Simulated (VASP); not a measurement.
# Ni (Fm-3m) in VASP: a series of runs

The runs below take Ni through single point, with LDA.

All numbers are computed with VASP 6.6.1; they aren't measurements. Logs are shortened: lines on timing, memory, paths and dates and some standing lists are left out, and cuts for length are marked.

### Step 1. The cell of the first run

It takes space group Fm-3m (No. 225, cubic). Conventional cell: a = 3.535 Å, b = 3.535 Å, c = 3.535 Å, α = 90.00°, β = 90.00°, γ = 90.00°. Ni (site symmetry m-3m) has 12 Ni at 2.50 Å within 3.3 Å.

### Step 2. Single point, LDA, collinear spin, ferromagnetic start

The input, INCAR:

```
SYSTEM = Ni
ALGO = Normal ; EDIFF = 1E-6
ENCUT = 520 ; ISIF = 2
ISMEAR = -1 ; ISPIN = 2
LASPH = .TRUE. ; LCHARG = .FALSE.
LMAXMIX = 4 ; LORBIT = 11
LREAL = .FALSE. ; LWAVE = .FALSE.
MAGMOM = 1.41 ; NBANDS = 15
NELM = 150 ; NUPDOWN = 1.41
PREC = Accurate ; SIGMA = 0.1
```

The input, KPOINTS:

```
k-points
0
G
  15 15 15
  0 0 0
```

The input, POSCAR:

```
Ni
1.0
    0.0000000000      1.7672600000      1.7672600000
    1.7672600000      0.0000000000      1.7672600000
    1.7672600000      1.7672600000      0.0000000000
Ni
1
Direct
    0.0000000000      0.0000000000      0.0000000000
```

Potentials or basis: VASP PAW LDA potentials, release 64 (Ni).

Started as:

```bash
$ cat potpaw_LDA.64/Ni/POTCAR > POTCAR
$ mpirun -np 1 vasp_std > vasp.out
```

OUTCAR:

```text
SYSTEM = Ni
   EDIFF = 1E-6
   ENCUT = 520
   ISIF = 2
   ISMEAR = -1
   ISPIN = 2
   LASPH = .TRUE.
   LORBIT = 11
   LREAL = .FALSE.
   NELM = 150
   NUPDOWN = 1.41
   PREC = Accurate

 ion  position               nearest neighbor table
   1  0.000  0.000  0.000-

  LATTYP: Found a face centered cubic cell.
 ALAT       =     3.5345200000

  Lattice vectors:

 A1 = (   0.0000000000,   1.7672600000,   1.7672600000)
 A2 = (   1.7672600000,   0.0000000000,   1.7672600000)
 A3 = (   1.7672600000,   1.7672600000,   0.0000000000)

Analysis of symmetry for initial positions (statically):
=====================================================================
 Subroutine PRICEL returns:
 Original cell was already a primitive cell.

 Routine SETGRP: Setting up the symmetry group for a
 face centered cubic supercell.

 Subroutine GETGRP returns: Found 48 space group operations
 (whereof 48 operations were pure point group operations)
 out of a pool of 48 trial point group operations.

The static configuration has the point symmetry O_h .

Analysis of symmetry for dynamics (positions and initial velocities):
=====================================================================
 Subroutine PRICEL returns:
 Original cell was already a primitive cell.

 Routine SETGRP: Setting up the symmetry group for a
 face centered cubic supercell.

 Subroutine GETGRP returns: Found 48 space group operations
 (whereof 48 operations were pure point group operations)
 out of a pool of 48 trial point group operations.

The dynamic configuration has the point symmetry O_h .

Analysis of structural, dynamic, and magnetic symmetry:
=====================================================================
 Subroutine PRICEL returns:
 Original cell was already a primitive cell.

 Routine SETGRP: Setting up the symmetry group for a
 face centered cubic supercell.

 Subroutine GETGRP returns: Found 48 space group operations
 (whereof 48 operations were pure point group operations)
 out of a pool of 48 trial point group operations.

The overall configuration has the point symmetry O_h .

 Subroutine INISYM returns: Found 48 space group operations
 (whereof 48 operations are pure point group operations),
 and found     1 'primitive' translations

----------------------------------------------------------------------------------------

                                     Primitive cell

  volume of cell :      11.0390

  direct lattice vectors                    reciprocal lattice vectors
     0.000000000  1.767260000  1.767260000    -0.282923848  0.282923848  0.282923848
     1.767260000  0.000000000  1.767260000     0.282923848 -0.282923848  0.282923848
     1.767260000  1.767260000  0.000000000     0.282923848  0.282923848 -0.282923848

  length of vectors
     2.499283060  2.499283060  2.499283060     0.490038480  0.490038480  0.490038480

  position of ions in fractional coordinates (direct lattice)
     0.000000000  0.000000000  0.000000000

  ion indices of the primitive-cell ions
   primitive index   ion index
                 1           1

----------------------------------------------------------------------------------------

 KPOINTS: k-points

Automatic generation of k-mesh.
 Grid dimensions read from file:
 generate k-points for:   15   15   15

 Generating k-lattice:

  Cartesian coordinates                     Fractional coordinates (reciprocal lattice)
    -0.018861590  0.018861590  0.018861590     0.066666667  0.000000000  0.000000000
     0.018861590 -0.018861590  0.018861590     0.000000000  0.066666667  0.000000000
     0.018861590  0.018861590 -0.018861590     0.000000000  0.000000000  0.066666667

  Length of vectors
     0.032669232  0.032669232  0.032669232

  Shift w.r.t. Gamma in fractional coordinates (k-lattice)
     0.000000000  0.000000000  0.000000000

 Subroutine IBZKPT returns following result:
 ===========================================

 Found    120 irreducible k-points:

 Following reciprocal coordinates:
            Coordinates               Weight
  0.000000  0.000000  0.000000      1.000000
  0.066667  0.000000  0.000000      8.000000
  0.133333  0.000000  0.000000      8.000000
  0.200000  0.000000  0.000000      8.000000
  0.266667  0.000000  0.000000      8.000000
  0.333333  0.000000  0.000000      8.000000
[... 16 lines left out ...]
  0.133333  0.133333  0.000000      6.000000
  0.200000  0.133333  0.000000     24.000000
 [... further k-points ...]
   k-points           NKPTS =    120   k-points in BZ     NKDIM =    120   number of bands    NBANDS=     15
   number of dos      NEDOS =    301   number of ions     NIONS =      1
   total plane-waves  NPLWV =   8000
   dimension x,y,z NGX =    20 NGY =   20 NGZ =   20
   dimension x,y,z NGXF=    40 NGYF=   40 NGZF=   40
   ions per type =               1
   NGX,Y,Z   is equivalent  to a cutoff of  13.30, 13.30, 13.30 a.u.
   NGXF,Y,Z  is equivalent  to a cutoff of  26.61, 26.61, 26.61 a.u.
 SYSTEM =  Ni
   PREC   = accura    normal or accurate (medium, high low for compatibility)
   ISTART =      0    job   : 0-new  1-cont  2-samecut
   ICHARG =      2    charge: 1-file 2-atom 10-const
   ISPIN  =      2    spin polarized calculation?
   LNONCOLLINEAR =      F non collinear calculations
   LSORBIT =      F    spin-orbit coupling
   LASPH  =      T    aspherical Exc in radial PAW
   ENCUT  =  520.0 eV  38.22 Ry    6.18 a.u.   4.65  4.65  4.65*2*pi/ulx,y,z
   NELM   =    150;   NELMIN=  2; NELMDL= -5     # of ELM steps
   EDIFF  = 0.1E-05   stopping-criterion for ELM
   LREAL  =      F    real-space projection
   EDIFFG = 0.1E-04   stopping-criterion for IOM
   NSW    =      0    number of steps for IOM
   IBRION =     -1    ionic relax: 0-MD 1-quasi-New 2-CG
   NFREE  =      0    steps in history (QN), initial steepest desc. (CG)
   ISIF   =      2    stress and relaxation
   ISYM   =      2    0-nonsym 1-usesym 2-fastsym
   POTIM  = 0.5000    time-step for ionic-motion
   TEBEG  =    0.0;   TEEND  =   0.0 temperature during run
   PSTRESS=    0.0 pullay stress
   NELECT =      10.0000    total number of electrons
   NUPDOWN=       1.4100    fix difference up-down
   EMIN   =  10.00;   EMAX   =-10.00  energy-range for DOS
   EFERMI =   0.00;   METHOD = LEGACY
   ISMEAR =    -1;   SIGMA  =   0.10  broadening in eV -4-tet -1-fermi 0-gaus
   EFERMI_NEDOS =   21; number of points for ismear=-14 and -15
   IALGO  =     38    algorithm
   IMIX   =      4    mixing-type and parameters
     AMIX     =   0.40;   BMIX     =  1.00
     AMIX_MAG =   1.60;   BMIX_MAG =  1.00
  volume/ion in A,a.u.               =      11.04        74.50
  Fermi-wavevector in a.u.,A,eV,Ry     =   1.584034  2.993389 34.139227  2.509162
  Thomas-Fermi vector in A             =   2.683713
   LORBIT       =     11    0 simple, 1 ext, 2 COOP (PROOUT), +10 PAW based schemes
   GGA     = CA    functional components
   LHFCALC =     F    Hartree Fock is set to
   AEXX    =    0.0000 exact exchange contribution
   IVDW    =     0    specifies the selected vdW correction
   LEPSILON=     F    determine dielectric tensor
   LRPA    =     F    only Hartree local field effects (RPA)
 spin polarized calculation
  energy-cutoff  :      520.00
  volume of cell :       11.04
 maximum number of plane-waves:       310
   NGX =  9   NGY =  9   NGZ =  9

 number of electron      10.0000010 magnetization       1.4100002

 Free energy of the ion-electron system (eV)
  ---------------------------------------------------
  ext. energy  EPLUGINS =         0.00000000
  ---------------------------------------------------
  free energy    TOTEN  =        -6.02601524 eV

  energy without entropy =       -5.97777952  energy(sigma->0) =       -6.00189738

 E-fermi :   8.4339     XC(G=0): -13.5675

 val. band max:       11.1866495667   @ k =  -0.4667   0.4000   0.0667
 cond. band min:       8.4382865516   @ k =  -0.2000   0.3333   0.1333
 fundamental gap:     -2.7483630151
 Fermi energy:        11.2624674732

 spin component 1

 k-point     1 :       0.0000    0.0000    0.0000
  band No.  band energies     occupation
      1      -0.2293      1.00000
      2       5.8300      1.00000
      3       5.8300      1.00000
      4       5.8300      1.00000
      5       6.8876      1.00000
      6       6.8876      1.00000
      7      32.3571      0.00000
      8      35.9351      0.00000
      9      35.9351      0.00000
     10      35.9351      0.00000
     11      38.7523      0.00000
     12      38.7523      0.00000
     13      38.7523      0.00000
     14      42.1511      0.00000
     15      47.8179      0.00000

 k-point     2 :       0.0667    0.0000    0.0000
  band No.  band energies     occupation
      1      -0.0576      1.00000
      2       5.7897      1.00000
      3       5.8668      1.00000
      4       5.8668      1.00000
      5       6.8729      1.00000
      6       6.8729      1.00000
      7      31.6671      0.00000
      8      34.0952      0.00000
      9      35.5055      0.00000
     10      35.5055      0.00000
     11      39.3860      0.00000
     12      39.3860      0.00000
     13      40.0187      0.00000
     14      43.4331      0.00000
     15      46.2416      0.00000
[... 365 lines left out ...]
      3       6.0747      1.00000
      4       6.0747      1.00000
      5       6.6306      1.00000
      6       6.9965      1.00000
      7      30.8336      0.00000
      8      31.6845      0.00000
      9      31.6845      0.00000
     10      33.1489      0.00000
     11      39.1644      0.00000
     12      42.2194      0.00000
     13      43.0089      0.00000
     14      43.0089      0.00000
     15      46.7955      0.00000

 k-point    24 :       0.2000    0.1333    0.0000
  band No.  band energies     occupation
      1       1.2495      1.00000
      2       5.3976      1.00000
      3       6.1669      1.00000
      4       6.1946      1.00000
      5       6.5808      1.00000
      6       7.0555      1.00000
      7      28.0933      0.00000
      8      30.5736      0.00000
      9      31.2265      0.00000
     10      33.4662      0.00000
     11      37.4282      0.00000
     12      42.2420      0.00000
     13      44.0030      0.00000
     14      44.5952      0.00000
     15      48.9977      0.00000

 [... further k-points ...]

 spin component 2

 k-point     1 :       0.0000    0.0000    0.0000
  band No.  band energies     occupation
      1       0.1543      1.00000
      2       7.0595      1.00000
      3       7.0595      1.00000
      4       7.0595      1.00000
      5       8.1208      0.95817
      6       8.1208      0.95817
      7      32.6633      0.00000
      8      36.3465      0.00000
      9      36.3465      0.00000
     10      36.3465      0.00000
     11      39.3177      0.00000
     12      39.3177      0.00000
     13      39.3177      0.00000
     14      42.4651      0.00000
     15      48.3625      0.00000

 k-point     2 :       0.0667    0.0000    0.0000
  band No.  band energies     occupation
      1       0.3263      1.00000
      2       7.0131      1.00000
      3       7.0983      1.00000
      4       7.0983      1.00000
      5       8.1045      0.96424
      6       8.1045      0.96424
      7      32.0468      0.00000
      8      34.4992      0.00000
      9      35.9531      0.00000
     10      35.9531      0.00000
     11      39.9094      0.00000
     12      39.9094      0.00000
     13      40.4642      0.00000
     14      43.8081      0.00000
     15      46.7906      0.00000
[... 365 lines left out ...]
      3       7.3156      0.99999
      4       7.3156      0.99999
      5       7.8371      0.99745
      6       8.2358      0.87883
      7      31.2763      0.00000
      8      32.1931      0.00000
      9      32.1931      0.00000
     10      33.5305      0.00000
     11      39.7532      0.00000
     12      42.6795      0.00000
     13      43.4134      0.00000
     14      43.4134      0.00000
     15      47.1636      0.00000

 k-point    24 :       0.2000    0.1333    0.0000
  band No.  band energies     occupation
      1       1.6427      1.00000
      2       6.5820      1.00000
      3       7.4007      0.99997
      4       7.4392      0.99995
      5       7.7838      0.99850
      6       8.3002      0.79204
      7      28.6155      0.00000
      8      31.0870      0.00000
      9      31.6621      0.00000
     10      33.8910      0.00000
     11      38.0179      0.00000
     12      42.6754      0.00000
     13      44.3833      0.00000
     14      44.9869      0.00000
     15      49.5693      0.00000

 [... further k-points ...]

------------------------ aborting loop because EDIFF is reached ----------------------------------------

  FORCE on cell =-STRESS in cart. coord.  units (eV):
  Direction    XX          YY          ZZ          XY          YZ          ZX
  --------------------------------------------------------------------------------------
  -------------------------------------------------------------------------------------
  Total       -0.6254913     -0.6254913     -0.6254913      0.0000000      0.0000000      0.0000000
  in kB      -90.7821602    -90.7821602    -90.7821602      0.0000000      0.0000000      0.0000000
  external PRESSURE =     -90.7821602 kB  Pullay stress =       0.0000000 kB

 VOLUME and BASIS-vectors are now :
 -----------------------------------------------------------------------------
  energy-cutoff  :      520.00
  volume of cell :       11.04
      direct lattice vectors                 reciprocal lattice vectors
     0.000000000  1.767260000  1.767260000    -0.282923848  0.282923848  0.282923848
     1.767260000  0.000000000  1.767260000     0.282923848 -0.282923848  0.282923848
     1.767260000  1.767260000  0.000000000     0.282923848  0.282923848 -0.282923848

 POSITION                                       TOTAL-FORCE (eV/Angst)
 -----------------------------------------------------------------------------------
      0.00000      0.00000      0.00000         0.000000      0.000000     -0.000000
 -----------------------------------------------------------------------------------
    total drift:                               -0.000000     -0.000000     -0.000000

  FREE ENERGIE OF THE ION-ELECTRON SYSTEM (eV)
  ---------------------------------------------------
  free  energy   TOTEN  =        -6.0260152448 eV

  energy  without entropy=       -5.9777795181  energy(sigma->0) =       -6.00189738

 total charge

# of ion       s       p       d       tot
------------------------------------------
    1        0.521   0.556   8.185   9.262

 magnetization (x)

# of ion       s       p       d       tot
------------------------------------------
    1        0.035   0.089   1.231   1.355
```

Run time: 1.7 min. Hardware: 1 thread of AMD EPYC 7R13, shared host; peak memory 0.11 GiB.

Results:

| Quantity | Value |
| --- | --- |
| Free energy | -6.0260 eV |
| Pressure | -9.1 GPa |
| Net moment | 1.41 μB per cell |
| Site moments | Ni +1.35 μB |
| Valence electrons inside the program's atomic spheres | Ni 9.26 |

Caveat: the cell stands under tension; the total moment is fixed, so each spin has its own Fermi level.

### Step 3. Single point, LDA, collinear spin, ferromagnetic start

The input, INCAR:

```
PREC = Accurate
ENCUT = 520
EDIFF = 1E-7
ISMEAR = -1
SIGMA = 0.1
LREAL = F
LASPH = T
NELM = 150
ALGO = Normal
ISIF = 2
LWAVE = F
LCHARG = F
ISPIN = 2
MAGMOM = 1.88
LORBIT = 11
NUPDOWN = 1.88
LMAXMIX = 4
NBANDS = 15
```

The input, KPOINTS:

```
regular mesh
0
Gamma
  15 15 15
```

POSCAR is that of step 2.

Potentials or basis: VASP PAW LDA potentials, release 64 (Ni).

Started as:

```bash
$ cat potpaw_LDA.64/Ni/POTCAR > POTCAR
$ mpirun -np 1 vasp_std > vasp.out
```

OUTCAR:

```text
PREC = Accurate
   ENCUT = 520
   EDIFF = 1E-7
   ISMEAR = -1
   LREAL = F
   LASPH = T
   NELM = 150
   ISIF = 2
   ISPIN = 2
   LORBIT = 11
   NUPDOWN = 1.88

 ion  position               nearest neighbor table
   1  0.000  0.000  0.000-

  LATTYP: Found a face centered cubic cell.
 ALAT       =     3.5345200000

  Lattice vectors:

 A1 = (   0.0000000000,   1.7672600000,   1.7672600000)
 A2 = (   1.7672600000,   0.0000000000,   1.7672600000)
 A3 = (   1.7672600000,   1.7672600000,   0.0000000000)

Analysis of symmetry for initial positions (statically):
=====================================================================
 Subroutine PRICEL returns:
 Original cell was already a primitive cell.

 Routine SETGRP: Setting up the symmetry group for a
 face centered cubic supercell.

 Subroutine GETGRP returns: Found 48 space group operations
 (whereof 48 operations were pure point group operations)
 out of a pool of 48 trial point group operations.

The static configuration has the point symmetry O_h .

Analysis of symmetry for dynamics (positions and initial velocities):
=====================================================================
 Subroutine PRICEL returns:
 Original cell was already a primitive cell.
[... 1033 lines left out ...]
      6       8.0722      0.40018
      7      28.7202      0.00000
      8      31.1904      0.00000
      9      31.8113      0.00000
     10      34.0414      0.00000
     11      38.0786      0.00000
     12      42.8214      0.00000
     13      44.5533      0.00000
     14      45.1525      0.00000
     15      49.6434      0.00000

 [... further k-points ...]

------------------------ aborting loop because EDIFF is reached ----------------------------------------

  FORCE on cell =-STRESS in cart. coord.  units (eV):
  Direction    XX          YY          ZZ          XY          YZ          ZX
  --------------------------------------------------------------------------------------
  -------------------------------------------------------------------------------------
  Total        0.1755891      0.1755891      0.1755891      0.0000000     -0.0000000      0.0000000
  in kB       25.4845347     25.4845347     25.4845347      0.0000000     -0.0000000      0.0000000
  external PRESSURE =      25.4845347 kB  Pullay stress =       0.0000000 kB

 VOLUME and BASIS-vectors are now :
 -----------------------------------------------------------------------------
  energy-cutoff  :      520.00
  volume of cell :       11.04
      direct lattice vectors                 reciprocal lattice vectors
     0.000000000  1.767260000  1.767260000    -0.282923848  0.282923848  0.282923848
     1.767260000  0.000000000  1.767260000     0.282923848 -0.282923848  0.282923848
     1.767260000  1.767260000  0.000000000     0.282923848  0.282923848 -0.282923848

 POSITION                                       TOTAL-FORCE (eV/Angst)
 -----------------------------------------------------------------------------------
      0.00000      0.00000      0.00000        -0.000000      0.000000     -0.000000
 -----------------------------------------------------------------------------------
    total drift:                               -0.000000     -0.000000     -0.000000

  FREE ENERGIE OF THE ION-ELECTRON SYSTEM (eV)
  ---------------------------------------------------
  free  energy   TOTEN  =        -5.0911543278 eV

  energy  without entropy=       -5.0454025740  energy(sigma->0) =       -5.06827845

 total charge

# of ion       s       p       d       tot
------------------------------------------
    1        0.530   0.632   8.072   9.234

 magnetization (x)

# of ion       s       p       d       tot
------------------------------------------
    1        0.061   0.206   1.499   1.766
```

stdout:

```text
POSCAR found type information on POSCAR Ni
 POSCAR found :  1 types and       1 ions
 scaLAPACK will be used
 LDA part: xc-table for (Slater(with rela. corr.)+CA(PZ))
 , standard interpolation
 POSCAR, INCAR and KPOINTS ok, starting setup
 FFT: planning ... GRIDC
 FFT: planning ... GRID_SOFT
 FFT: planning ... GRID
 WAVECAR not read
 entering main loop
```

Run time: 89 s. Hardware: 1 thread of AMD EPYC 7R13, shared host; peak memory 0.11 GiB.

Results:

- Free energy: -5.0912 eV
- Pressure: 2.5 GPa
- Net moment: 1.88 μB per cell
- Site moments: Ni +1.77 μB
- Valence electrons inside the program's atomic spheres: Ni 9.23

Caveat: the total moment is fixed, so each spin has its own Fermi level.
